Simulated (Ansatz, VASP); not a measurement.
Two plane-wave programs on Ga2O3

```
CELL_PARAMETERS angstrom
6.22758 -1.54173 0.01154
6.22758 1.54173 0.01154
-1.40271 0.00000 5.70775
ATOMIC_POSITIONS crystal
Ga 0.08991 0.08991 0.79472
Ga 0.91009 0.91009 0.20528
Ga 0.65850 0.65850 0.31418
Ga 0.34150 0.34150 0.68582
O 0.16349 0.16349 0.10920
O 0.83651 0.83651 0.89080
O 0.17370 0.17370 0.56436
O 0.82630 0.82630 0.43564
O 0.49602 0.49602 0.25670
O 0.50398 0.50398 0.74330
```

Alike in both runs: functional PBE; k mesh 10 × 10 × 6; no spin polarisation.

Ansatz relaxed the structure, and its values are those at the end. VASP's run is a single point on that final structure, the one shown.

```csv
,VASP,Ansatz
version,VASP 6.6.1,Ansatz 0.2.0
potentials or method,"VASP PAW PBE potentials, release 64 (Ga_d, O), cutoff 600 eV","scalar-relativistic, plane waves, PAW"
occupations,"gaussian, width 0.01 eV",fixed
valence electrons in the cell,88,88
```

|  | VASP | Ansatz | Ansatz less VASP |
| --- | --- | --- | --- |
| gap on the k mesh at the Fermi level (eV) | 1.99 | 2.01 | +0.016 |
| least direct gap on the mesh (eV) | 2.02 | 2.03 | +0.014 |
| pressure (GPa) | 0.4 | 0.0 | -0.39 |
| rms of the force components (eV/Å) | 0.008 | 0.000 | -0.0078 |
